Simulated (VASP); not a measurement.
# AgO (F-43m) in VASP: a series of runs, part 2 of 2

VASP 6.6.1.

### Step 4. Relaxation of cell and atoms, PBEsol, target pressure 40 GPa, at which the enthalpy is minimised

This run uses another cell than the first one, of 12.26 Å³/atom, 0.824 times its volume.

Contents of INCAR:

```
  PREC = Accurate
  ENCUT = 600
  EDIFF = 1E-6
  ISMEAR = 0
  SIGMA = 0.1
  LREAL = False
  LASPH = True
  NELM = 80
  ALGO = Normal
  ISIF = 3
  LWAVE = False
  LCHARG = False
  GGA = PS
  IBRION = 2
  NSW = 70
  EDIFFG = -0.008
  PSTRESS = 400.0
```

Contents of KPOINTS:

```
Automatic mesh
0
Gamma
  16 16 16
```

Contents of POSCAR:

```
AgO
1.0
    0.0000000000      2.3056691595      2.3056691595
    2.3056691595      0.0000000000      2.3056691595
    2.3056691595      2.3056691595      0.0000000000
Ag O
1 1
Direct
    0.0000000000      0.0000000000      0.0000000000
    0.7500000000      0.7500000000      0.7500000000
```

Potentials or basis: VASP PAW PBE potentials, release 64 (Ag, O).

Launch:

```console
cat potpaw_PBE.64/Ag/POTCAR potpaw_PBE.64/O/POTCAR > POTCAR
mpirun -np 1 vasp_std > vasp.out
```

OUTCAR:

```text
PREC = Accurate
   ENCUT = 600
   EDIFF = 1E-6
   ISMEAR = 0
   LREAL = False
   LASPH = True
   NELM = 80
   ISIF = 3
   GGA = PS
   IBRION = 2
   NSW = 70
   EDIFFG = -0.008
   PSTRESS = 400.0

 ion  position               nearest neighbor table
   1  0.000  0.000  0.000-   2 2.00   2 2.00   2 2.00   2 2.00
   2  0.750  0.750  0.750-   1 2.00   1 2.00   1 2.00   1 2.00

  LATTYP: Found a face centered cubic cell.
 ALAT       =     4.6113383190

  Lattice vectors:

 A1 = (   0.0000000000,   2.3056691595,   2.3056691595)
 A2 = (   2.3056691595,   0.0000000000,   2.3056691595)
 A3 = (   2.3056691595,   2.3056691595,   0.0000000000)

Analysis of symmetry for initial positions (statically):
=====================================================================
 Subroutine PRICEL returns:
[... 267 lines left out ...]
  band No.  band energies     occupation
      1     -12.7604      2.00000
      2      -0.5003      2.00000
      3      -0.5003      2.00000
      4      -0.5003      2.00000
      5       2.9584      2.00000
      6       2.9584      2.00000
      7       6.7213      1.54118
      8       7.8585      0.00000
      9       7.8585      0.00000
     10       7.8585      0.00000
     11      21.4408      0.00000
     12      21.4408      0.00000
[... 331 lines left out ...]
 k-point    24 :      -0.0625    0.0625    0.0000
  band No.  band energies     occupation
      1     -12.7089      2.00000
      2      -0.5511      2.00000
      3      -0.4477      2.00000
      4      -0.4205      2.00000
      5       2.9066      2.00000
      6       2.9662      2.00000
      7       6.8319      0.40977
      8       7.6792      0.00000
      9       7.8210      0.00000
     10       7.9263      0.00000
     11      20.3752      0.00000
     12      21.1193      0.00000

 [... further k-points ...]

------------------------ aborting loop because EDIFF is reached ----------------------------------------

  FORCE on cell =-STRESS in cart. coord.  units (eV):
  Direction    XX          YY          ZZ          XY          YZ          ZX
  --------------------------------------------------------------------------------------
  -------------------------------------------------------------------------------------
  Total        6.0857552      6.0857552      6.0857552      0.0000000      0.0000000      0.0000000
  in kB      399.5871727    399.5871727    399.5871727      0.0000000      0.0000000      0.0000000
  external PRESSURE =      -0.4128273 kB  Pullay stress =     400.0000000 kB
[... 21 lines left out ...]
  energy  without entropy=       -7.4758321776  energy(sigma->0) =       -7.48033502

  enthalpy is  TOTEN    =        -1.3927953112 eV   P V=        6.0920425590

 reached required accuracy - stopping structural energy minimisation
```

OSZICAR:

```text
N       E                     dE             d eps       ncg     rms          rms(c)
DAV:   1     0.106679822777E+03    0.10668E+03   -0.98525E+03  3520   0.151E+03
[... 22 lines left out ...]
       N       E                     dE             d eps       ncg     rms          rms(c)
DAV:   1    -0.750121375774E+01   -0.77788E-01   -0.27019E-01  3480   0.688E+00    0.824E-01
DAV:   2    -0.748571489016E+01    0.15499E-01   -0.34653E-02  3480   0.256E+00    0.499E-01
DAV:   3    -0.748495512007E+01    0.75977E-03   -0.18617E-03  3516   0.515E-01    0.331E-01
DAV:   4    -0.748484828495E+01    0.10684E-03   -0.19471E-04  3676   0.173E-01    0.441E-02
DAV:   5    -0.748483784693E+01    0.10438E-04   -0.19161E-05  3944   0.623E-02    0.865E-03
DAV:   6    -0.748483787011E+01   -0.23179E-07   -0.82090E-06  3496   0.311E-02
   3 F= -.13927953E+01 E0= -.13882925E+01  d E =-.457299E-03
```

CONTCAR:

```text
AgO
   1.00000000000000
     0.0000000000000000    2.3021193824117772    2.3021193824117772
     2.3021193824117772    0.0000000000000000    2.3021193824117772
     2.3021193824117772    2.3021193824117772   -0.0000000000000000
  Ag              O
     1     1
Direct
     0.0000000000000000    0.0000000000000000    0.0000000000000000
     0.7500000000000000    0.7500000000000000    0.7500000000000000

  0.00000000E+00  0.00000000E+00  0.00000000E+00
  0.00000000E+00  0.00000000E+00  0.00000000E+00
```

Run time: 74 s. Hardware: 1 thread of Intel Xeon Platinum 8124M at 3.00GHz (Skylake/Cascade Lake), shared host; peak memory 0.21 GiB.

Results:

```yaml
Free_energy: -7.4848 eV
Relaxed_volume: 12.20 Å³/atom
Relaxed_cell: a = 3.256 Å, b = 3.256 Å, c = 3.256 Å, α = 60.00°, β = 60.00°, γ = 60.00°
Space_group_after_relaxing_to_0.05_Å: F-43m (No. 216)
Energy_change_on_relaxing_the_enthalpy_is_what_falls: +13.9 meV/atom
Ionic_steps: 3
Pressure_after_relaxing: 40.0 GPa
```

Step by step:
| step | energy change (eV) | largest force (eV/Å) | pressure (GPa) | volume (Å³) |
| --- | --- | --- | --- | --- |
| 1 | 0.0000 | 0.0000 | 38.70 | 24.51 |
| 2 | 0.0892 | 0.0000 | 42.87 | 24.16 |
| 3 | 0.0278 | 0.0000 | 39.96 | 24.40 |

Final structure:
```
CELL_PARAMETERS angstrom
0.00000 2.30212 2.30212
2.30212 0.00000 2.30212
2.30212 2.30212 0.00000
ATOMIC_POSITIONS crystal
Ag 0.00000 0.00000 0.00000
O 0.75000 0.75000 0.75000
```

Caveat: the cell is relaxed towards a set pressure, so the enthalpy falls and the energy may rise; the PAW data sets were made with another functional, which shifts forces and pressure a little; an odd number of electrons without spin polarisation forces a metal; a magnetic or distorted state may lie lower.

### Step 5. Relaxation of cell and atoms, PBEsol, target pressure 20 GPa, at which the enthalpy is minimised

This run uses another cell than the first one, of 13.22 Å³/atom, 0.889 times its volume.

Contents of INCAR:

```
PREC = Accurate
ENCUT = 600
EDIFF = 1E-7
ISMEAR = 0
SIGMA = 0.1
LREAL = F
LASPH = T
NELM = 80
ALGO = Normal
ISIF = 3
LWAVE = F
LCHARG = F
GGA = PS
IBRION = 2
NSW = 70
EDIFFG = -0.008
PSTRESS = 200.0
```

KPOINTS is that of step 4.

Contents of POSCAR:

```
AgO
1.0
    0.0000000000      2.3645488254      2.3645488254
    2.3645488254      0.0000000000      2.3645488254
    2.3645488254      2.3645488254      0.0000000000
Ag O
1 1
Direct
    0.0000000000      0.0000000000      0.0000000000
    0.7500000000      0.7500000000      0.7500000000
```

Launch:

```console
cat potpaw_PBE.64/Ag/POTCAR potpaw_PBE.64/O/POTCAR > POTCAR
mpirun -np 1 vasp_std > vasp.out
```

Run time: 82 s. Hardware: 1 thread of Intel Xeon Platinum 8124M at 3.00GHz (Skylake/Cascade Lake), shared host; peak memory 0.21 GiB.

Results (log left out):

| Property | Result |
| --- | --- |
| Free energy | -7.8742 eV |
| Relaxed volume | 13.26 Å³/atom |
| Relaxed cell | a = 3.347 Å, b = 3.347 Å, c = 3.347 Å, α = 60.00°, β = 60.00°, γ = 60.00° |
| Space group after relaxing (to 0.05 Å) | F-43m (No. 216) |
| Energy change on relaxing (the enthalpy is what falls) | -4.5 meV/atom |
| Ionic steps | 3 |
| Pressure after relaxing | 20.0 GPa |

The path:
```tsv
step	energy change (eV)	largest force (eV/Å)	pressure (GPa)	volume (Å³)
1	0.0000	0.0000	20.54	26.44
2	-0.0212	0.0000	19.24	26.61
3	-0.0090	0.0000	20.00	26.51
```

Final structure:
```xyz
2
Lattice="0.0000 2.3667 2.3667 2.3667 0.0000 2.3667 2.3667 2.3667 0.0000" Properties=species:S:1:pos:R:3 pbc="T T T"
Ag    0.0000    0.0000    0.0000
O     3.5500    3.5500    3.5500
```

Levels at points of the mesh, in eV from the Fermi level:
| k point | band 6 | band 7 | band 8 | band 9 | band 10 | band 11 | band 12 |
| --- | --- | --- | --- | --- | --- | --- | --- |
| (0.00, 0.00, 0.00) | -3.47 | 0.10 | 0.98 | 0.98 | 0.98 | 14.29 | 14.29 |
| (0.50, 0.00, 0.00) | -3.24 | -2.99 | -0.06 | -0.06 | 5.50 | 7.04 | 14.24 |
| (0.50, 0.50, 0.00) | -3.05 | -1.99 | -1.56 | -1.56 | 6.08 | 9.45 | 11.67 |

Caveat: the cell is relaxed towards a set pressure, so the enthalpy falls and the energy may rise; the PAW data sets were made with another functional, which shifts forces and pressure a little; an odd number of electrons without spin polarisation forces a metal; a magnetic or distorted state may lie lower.

### Step 6. The runs side by side

```csv
cell,k mesh,gap on the mesh (eV),pressure (GPa)
"relaxed to 2 GPa from a = 3.478 Å, angles 60.0°, 2 atoms",14 × 14 × 14,none,2.1
"relaxed to -2 GPa from a = 3.522 Å, angles 60.0°, 2 atoms",14 × 14 × 14,none,-1.9
"relaxed to 40 GPa from a = 3.261 Å, angles 60.0°, 2 atoms",16 × 16 × 16,none,40.0
"relaxed to 20 GPa from a = 3.344 Å, angles 60.0°, 2 atoms",16 × 16 × 16,none,20.0
```

Alike in all rows: task relaxation of cell and atoms; level PBEsol; potentials or basis VASP PAW PBE potentials, release 64 (Ag, O); no spin polarisation; cutoff (eV) 600; smearing gaussian 0.1 eV.

Caveats: the cell is relaxed towards a set pressure, so the enthalpy falls and the energy may rise; the PAW data sets were made with another functional, which shifts forces and pressure a little; an odd number of electrons without spin polarisation forces a metal; a magnetic or distorted state may lie lower.

Absolute energies hang on the potentials; compare differences alone.
